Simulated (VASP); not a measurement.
Input of a VASP 6.6.1 run:

INCAR

```
PREC = Accurate ; ENCUT = 600
EDIFF = 1E-6 ; ISMEAR = 0
SIGMA = 0.1 ; LREAL = False
LASPH = True ; NELM = 80
ALGO = Normal ; ISIF = 3
LWAVE = False ; LCHARG = False
GGA = PE ; IBRION = 2
NSW = 100 ; EDIFFG = -0.01
```

KPOINTS

```
Automatic mesh
0
Gamma
  8 8 8
```

The input POSCAR:

```
BiCl4F
1.0
    0.0000000000      3.9837683748      3.9837683748
    3.9837683748      0.0000000000      3.9837683748
    3.9837683748      3.9837683748      0.0000000000
Bi Cl F
1 4 1
Direct
    0.2500000000      0.2500000000      0.2500000000
    0.6254061426      0.6254061426      0.1237815722
    0.6254061426      0.1237815722      0.6254061426
    0.1237815722      0.6254061426      0.6254061426
    0.6254061426      0.6254061426      0.6254061426
    0.0000000000      0.0000000000      0.0000000000
```

Potentials or basis: VASP PAW PBE potentials, release 64 (Bi_d, Cl, F).

Run with:

```console
$ cat potpaw_PBE.64/Bi_d/POTCAR potpaw_PBE.64/Cl/POTCAR potpaw_PBE.64/F/POTCAR > POTCAR
$ mpirun -np 1 vasp_std > vasp.out
```

Task: Predict the relaxed volume.

Result: 21.13 Å³/atom.

Task: Estimate the relaxed cell.

Result: a = 5.639 Å, b = 5.639 Å, c = 5.639 Å, α = 60.00°, β = 60.00°, γ = 60.00°.

Task: What does it give for the band gap on the k mesh?

Result: Zero (band 25 reaches 3.82 eV, above the bottom of band 26 at 3.21 eV).

Task: Estimate the space group after relaxing (to 0.05 Å).

Result: F-43m (No. 216).

Final structure:
```xyz
6
Lattice="0.0000 3.9870 3.9870 3.9870 0.0000 3.9870 3.9870 3.9870 0.0000" Properties=species:S:1:pos:R:3 pbc="T T T"
Bi    1.9935    1.9935    1.9935
Cl    2.9869    2.9869    4.9871
Cl    2.9869    4.9871    2.9869
Cl    4.9871    2.9869    2.9869
Cl    4.9871    4.9871    4.9871
F     0.0000    0.0000    0.0000
```

Caveat: spin-orbit coupling is left out, which moves the levels of the heavy elements.
